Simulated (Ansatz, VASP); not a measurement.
## One calculation of PbSe, two programs

```
Pb Se
1.0
     4.32841    0.00000    0.00000
     0.00000    4.32841    0.00000
     0.00000    0.00000   14.12130
Pb Se
3 3
Direct
  0.00000 0.00000 0.28326
  0.50000 0.50000 0.50000
  0.00000 0.00000 0.71674
  0.50000 0.50000 0.28326
  0.00000 0.00000 0.50000
  0.50000 0.50000 0.71674
```

Alike in both runs: task single point; functional revPBE; k mesh 3 × 3 × 1; no spin polarisation.

```csv
,VASP,Ansatz
version,VASP 6.6.1,Ansatz 0.2.0
potentials or method,"VASP PAW PBE potentials, release 64 (Pb_d, Se)","plane waves, PAW"
plane-wave cutoff (eV),400,420
occupations,"methfessel-paxton of order 1, width 0.1 eV","cold, width 0.1 eV"
valence electrons in the cell,60,90
```

```csv
,VASP,Ansatz,Ansatz less VASP
gap on the k mesh at the Fermi level (eV),1.63,1.63,-0.001
```

VASP's potentials were made for PBE, not for revPBE. VASP's potentials hold 60 valence electrons a cell and Ansatz's 90, so a difference there can come from the potentials and not from the codes. Ansatz's warnings: vacuum density over bound.

The k mesh is coarse, so the values compare programs but aren't converged. Neither program's run includes spin-orbit coupling.
